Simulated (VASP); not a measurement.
# SiC (Cc) in VASP: relaxation of the atoms with PBE

Aim: the relaxation of the atoms of SiC with PBE.

Program: VASP 6.6.1. These are calculated values, not measurements. Logs are shortened: lines on timing, memory, paths and dates and some standing lists are left out, and cuts for length are marked.

**1. The cell of the first run**

Symmetry: Cc, No. 9, monoclinic system. Conventional cell: a = 3.092 Å, b = 5.355 Å, c = 5.091 Å, α = 90.00°, β = 94.57°, γ = 90.00°. Within 2.5 Å of Si (site symmetry 1) lie 4 C at 1.87 to 1.92 Å. Within 2.5 Å of C (site symmetry 1) lie 4 Si at 1.87 to 1.92 Å.

**2. Relaxation of the atoms, PBE (shear of c along a, cell held: +8.0 %)**

File INCAR:

```
ALGO = Normal
EDIFF = 1E-6
EDIFFG = -0.008
ENCUT = 520
GGA = PE
IBRION = 2
ISIF = 2
ISMEAR = 0
LASPH = True
LCHARG = False
LREAL = False
LWAVE = False
NELM = 60
NSW = 60
PREC = Accurate
SIGMA = 0.02
```

File KPOINTS:

```
k-points
0
Gamma
  12 12 6
```

File POSCAR:

```
SiC
1.0
    3.0919365174      0.0000000000      0.0000000000
   -1.5459682587      2.6776955709      0.0000000000
    0.4059433832      0.0000000000      5.0742922898
Si C
2 2
Direct
    0.3303578782      0.6663149748      0.4997844364
    0.6640429035      0.3336850252      0.9997844364
    0.3368380192      0.6680768201      0.8752155636
    0.6687611991      0.3319231799      0.3752155636
```

Potentials or basis: VASP PAW PBE potentials, release 64 (Si, C).

Started as:

```
> cat potpaw_PBE.64/Si/POTCAR potpaw_PBE.64/C/POTCAR > POTCAR
> mpirun -np 1 vasp_std > vasp.out
```

OUTCAR:

```text
EDIFF = 1E-6
   EDIFFG = -0.008
   ENCUT = 520
   GGA = PE
   IBRION = 2
   ISIF = 2
   ISMEAR = 0
   LASPH = True
   LREAL = False
   NELM = 60
   NSW = 60
   PREC = Accurate

 ion  position               nearest neighbor table
   1  0.330  0.666  0.500-   4 1.87   4 1.89   3 1.91   4 1.92   2 3.01   2 3.01   2 3.11   2 3.11

   2  0.664  0.334  1.000-   3 1.87   3 1.89   4 1.91   3 1.92   1 3.01   1 3.01   1 3.11   1 3.11

   3  0.337  0.668  0.875-   2 1.87   2 1.89   1 1.91   2 1.92
   4  0.669  0.332  0.375-   1 1.87   1 1.89   2 1.91   1 1.92

  LATTYP: Found a base centered monoclinic cell.
 ALAT       =     3.0919365174
 B/A-ratio  =     1.7320508075
 C/A-ratio  =     1.6463805447
 COS(beta)  =    -0.0797452223

  Lattice vectors:

 A1 = (  -1.5459682587,   2.6776955709,   0.0000000000)
 A2 = (  -1.5459682587,  -2.6776955709,   0.0000000000)
 A3 = (   0.4059433832,   0.0000000000,   5.0742922898)

Analysis of symmetry for initial positions (statically):
=====================================================================
 Subroutine PRICEL returns:
 Original cell was already a primitive cell.

 Routine SETGRP: Setting up the symmetry group for a
 base centered monoclinic supercell.

 Subroutine GETGRP returns: Found  2 space group operations
 (whereof  1 operations were pure point group operations)
 out of a pool of  4 trial point group operations.

The static configuration has the point symmetry C_1 .
 The point group associated with its full space group is C_1h.

Analysis of symmetry for dynamics (positions and initial velocities):
=====================================================================
 Subroutine PRICEL returns:
 Original cell was already a primitive cell.

 Routine SETGRP: Setting up the symmetry group for a
 base centered monoclinic supercell.

 Subroutine GETGRP returns: Found  2 space group operations
 (whereof  1 operations were pure point group operations)
 out of a pool of  4 trial point group operations.

The dynamic configuration has the point symmetry C_1 .
 The point group associated with its full space group is C_1h.

 Subroutine INISYM returns: Found  2 space group operations
 (whereof  1 operations are pure point group operations),
 and found     1 'primitive' translations

----------------------------------------------------------------------------------------

                                     Primitive cell

  volume of cell :      42.0114

[... 113 lines left out ...]
  volume/ion in A,a.u.               =      10.50        70.88
  Fermi-wavevector in a.u.,A,eV,Ry     =   1.186658  2.242459 19.159157  1.408158
  Thomas-Fermi vector in A             =   2.322826
   LORBIT       =      0    0 simple, 1 ext, 2 COOP (PROOUT), +10 PAW based schemes
   GGA     = PE    functional components
   LHFCALC =     F    Hartree Fock is set to
   AEXX    =    0.0000 exact exchange contribution
   IVDW    =     0    specifies the selected vdW correction
   LEPSILON=     F    determine dielectric tensor
   LRPA    =     F    only Hartree local field effects (RPA)
 conjugate gradient relaxation of ions
 non-spin polarized calculation
 Gauss-broadening in eV      SIGMA  =   0.02
  energy-cutoff  :      520.00
  volume of cell :       42.01
 maximum number of plane-waves:      1150
   NGX = 11   NGY = 11   NGZ = 19

--------------------------------------- Ionic step        1  -------------------------------------------

 number of electron      16.0000001 magnetization

 Free energy of the ion-electron system (eV)
  ---------------------------------------------------
  ext. energy  EPLUGINS =         0.00000000
  ---------------------------------------------------
  free energy    TOTEN  =       -29.98375129 eV

  energy without entropy =      -29.98375129  energy(sigma->0) =      -29.98375129

------------------------ aborting loop because EDIFF is reached ----------------------------------------

  FORCE on cell =-STRESS in cart. coord.  units (eV):
  Direction    XX          YY          ZZ          XY          YZ          ZX
  --------------------------------------------------------------------------------------
  -------------------------------------------------------------------------------------
  Total       -0.2835497      0.0986686      0.0799087      0.0000000      0.0000000     -3.1886856
  in kB      -10.8136561      3.7628984      3.0474550      0.0000000      0.0000000   -121.6060090
  external PRESSURE =      -1.3344342 kB  Pullay stress =       0.0000000 kB
[... 139 lines left out ...]
--------------------------------------- Ionic step        5  -------------------------------------------

 number of electron      16.0000001 magnetization

 Free energy of the ion-electron system (eV)
  ---------------------------------------------------
  ext. energy  EPLUGINS =         0.00000000
  ---------------------------------------------------
  free energy    TOTEN  =       -29.98451139 eV

  energy without entropy =      -29.98451139  energy(sigma->0) =      -29.98451139

 E-fermi :   8.5031     XC(G=0): -11.2889

 val. band max:        8.3546946765   @ k =   0.0000   0.0000   0.0000
 cond. band min:      10.4236560226   @ k =   0.3333   0.3333  -0.0000
 fundamental gap:      2.0689613461
 Fermi energy:         8.5031025076

 k-point     1 :       0.0000    0.0000    0.0000
  band No.  band energies     occupation
      1      -7.3576      2.00000
      2      -3.8454      2.00000
      3      -0.5193      2.00000
      4       6.7718      2.00000
      5       6.8350      2.00000
      6       7.7378      2.00000
      7       8.0882      2.00000
      8       8.3547      2.00000
      9      12.8063      0.00000
     10      13.8710      0.00000
     11      14.6371      0.00000
     12      14.8051      0.00000
[... 331 lines left out ...]
 k-point    24 :       0.4167    0.1667    0.0000
  band No.  band energies     occupation
      1      -3.7578      2.00000
      2      -2.5495      2.00000
      3       0.6574      2.00000
      4       1.8568      2.00000
      5       2.8570      2.00000
      6       3.5820      2.00000
      7       4.7899      2.00000
      8       5.6221      2.00000
      9      11.2922      0.00000
     10      13.2040      0.00000
     11      15.3532      0.00000
     12      16.3777      0.00000

 [... further k-points ...]

------------------------ aborting loop because EDIFF is reached ----------------------------------------

  FORCE on cell =-STRESS in cart. coord.  units (eV):
  Direction    XX          YY          ZZ          XY          YZ          ZX
  --------------------------------------------------------------------------------------
  -------------------------------------------------------------------------------------
  Total       -0.3668625      0.1090654      0.0877008      0.0000000      0.0000000     -3.1107088
  in kB      -13.9909309      4.1593968      3.3446201      0.0000000      0.0000000   -118.6322287
  external PRESSURE =      -2.1623047 kB  Pullay stress =       0.0000000 kB
[... 19 lines left out ...]
  FREE ENERGIE OF THE ION-ELECTRON SYSTEM (eV)
  ---------------------------------------------------
  free  energy   TOTEN  =       -29.9845113932 eV

  energy  without entropy=      -29.9845113932  energy(sigma->0) =      -29.98451139

 reached required accuracy - stopping structural energy minimisation
```

OSZICAR:

```text
N       E                     dE             d eps       ncg     rms          rms(c)
DAV:   1     0.359289058169E+02    0.35929E+02   -0.74401E+03  5808   0.119E+03
DAV:   2    -0.305230001785E+02   -0.66452E+02   -0.60925E+02  8424   0.187E+02
DAV:   3    -0.335866282446E+02   -0.30636E+01   -0.30469E+01  7636   0.407E+01
[... 26 lines left out ...]
DAV:   2    -0.299845011696E+02    0.24063E-07   -0.27989E-07  3152   0.486E-03
   4 F= -.29984501E+02 E0= -.29984501E+02  d E =-.749875E-03
       N       E                     dE             d eps       ncg     rms          rms(c)
DAV:   1    -0.299845112516E+02   -0.10058E-04   -0.37589E-04  5832   0.179E-01    0.366E-03
DAV:   2    -0.299845113932E+02   -0.14157E-06   -0.30456E-06  7576   0.145E-02
   5 F= -.29984511E+02 E0= -.29984511E+02  d E =-.102236E-04
```

CONTCAR:

```text
SiC
   1.00000000000000
     3.0919365174000002    0.0000000000000000    0.0000000000000000
    -1.5459682587000001    2.6776955709000001    0.0000000000000000
     0.4059433832000000    0.0000000000000000    5.0742922897999998
  Si              C
     2     2
Direct
     0.3294877520536274    0.6664975827073948    0.4999490729762152
     0.6629901694462345    0.3335024172926052    0.9999490729762152
     0.3381056550692867    0.6686892316384353    0.8750509270237847
     0.6694164234308444    0.3313107683615648    0.3750509270237848

  0.00000000E+00  0.00000000E+00  0.00000000E+00
  0.00000000E+00  0.00000000E+00  0.00000000E+00
  0.00000000E+00  0.00000000E+00  0.00000000E+00
  0.00000000E+00  0.00000000E+00  0.00000000E+00
```

Wall time 6.6 min (1 thread of Oxide Virtual Turin-like, shared host); peak memory 0.21 GiB.

What came out:

```yaml
Free_energy: -29.9845 eV
Energy_gained_by_relaxing: 0.2 meV/atom
Ionic_steps: 5
Pressure_after_relaxing: -0.2 GPa
Largest_force_after_relaxing: 0.007 eV/Å
Band_gap_on_the_k_mesh: 2.07 eV (least direct gap 3.96 eV)
```

Forces on the atoms (eV/Å):
```
Si   0.003 -0.006 -0.001
Si   0.003  0.006 -0.001
C   -0.003  0.006  0.001
C   -0.003 -0.006  0.001
```

Stress tensor (GPa, compression positive):
```
 -1.40   0.00 -11.86
  0.00   0.42   0.00
-11.86   0.00   0.33
```

Step by step:
| step | energy change (eV) | largest force (eV/Å) | pressure (GPa) |
| --- | --- | --- | --- |
| 1 | 0.0000 | 0.1227 | -0.13 |
| 2 | -0.0002 | 0.1024 | -0.27 |
| 3 | -0.0008 | 0.0099 | -0.21 |
| 4 | -0.0007 | 0.0110 | -0.22 |
| 5 | -0.0008 | 0.0069 | -0.22 |

Final structure:
```yaml
crystal:
  lattice:
    - [3.09194, 0.00000, 0.00000]
    - [-1.54597, 2.67770, 0.00000]
    - [0.40594, 0.00000, 5.07429]
  atoms:
    - { symbol: Si, position: [0.32949, 0.66650, 0.49995] }
    - { symbol: Si, position: [0.66299, 0.33350, 0.99995] }
    - { symbol: C, position: [0.33811, 0.66869, 0.87505] }
    - { symbol: C, position: [0.66942, 0.33131, 0.37505] }
```

Caveat: the cell differs from its parent crystal (shear of c along a, cell held: +8.0 %).
